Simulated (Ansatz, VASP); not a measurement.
## One calculation of InSb, two programs

The input POSCAR:

```
InSb
1.0
    0.0000000000      3.2795130136      3.2795130136
    3.2795130136      0.0000000000      3.2795130136
    3.2795130136      3.2795130136      0.0000000000
In Sb
1 1
Direct
    0.0000000000      0.0000000000      0.0000000000
    0.2500000000      0.2500000000      0.2500000000
```

Contents of INCAR.step1:

```
PREC = Accurate
ENCUT = 520
EDIFF = 1E-5
ISMEAR = -1
SIGMA = 0.02
LREAL = F
LASPH = T
NELM = 100
ALGO = Normal
ISIF = 2
LWAVE = T
LCHARG = F
NBANDS = 16
GGA = PE
```

INCAR.step2

```
PREC = Accurate
ENCUT = 520
EDIFF = 1E-6
ISMEAR = -1
SIGMA = 0.02
LREAL = F
LASPH = T
NELM = 100
ALGO = Normal
ISIF = 2
LWAVE = F
LCHARG = F
GGA = PE
LHFCALC = T
HFSCREEN = 0.2079
PRECFOCK = Normal
NBANDS = 16
ISTART = 1
```

Contents of KPOINTS:

```
regular mesh
0
Gamma
  4 4 4
```

Input for Ansatz:

```yaml
crystal:
  lattice:
    - [0.0, 3.2795130136, 3.2795130136]
    - [3.2795130136, 0.0, 3.2795130136]
    - [3.2795130136, 3.2795130136, 0.0]
  atoms:
    - { symbol: In, position: [0.0, 0.0, 0.0] }
    - { symbol: Sb, position: [0.25, 0.25, 0.25] }
kpoints:
  mp_grid: { grid: [4, 4, 4] }
hamiltonian:
  xc: hse06
scf:
  occupations: { method: fermi_dirac, width: 0.02 }
  n_extra_bands: 4
output:
  forces: true
  stress: true
  eigenvalues: true
  write_density: true
  write_potential: true
  elf: true
  volumetric_format: npy
```

Alike in both runs: task single point; functional HSE06; k mesh 4 × 4 × 4; occupations fermi-dirac, width 0.02 eV; no spin polarisation.

|  | VASP | Ansatz |
| --- | --- | --- |
| version | VASP 6.6.1 | Ansatz 0.2.0 |
| potentials or method | VASP PAW PBE potentials, release 64 (In_d, Sb) | plane waves, PAW |
| plane-wave cutoff (eV) | 520 | 420 |
| valence electrons in the cell | 18 | 28 |

```csv
,VASP,Ansatz,Ansatz less VASP
pressure (GPa),-0.6,-0.1,+0.48
```

With one functional, cell and mesh, what is left measures potentials, basis and numerics. VASP's potentials hold 18 valence electrons a cell and Ansatz's 28, so a difference there can come from the potentials and not from the codes. Ansatz's warnings: stress exchange threshold loose, stress scf threshold loose.

Spin-orbit coupling is off throughout.
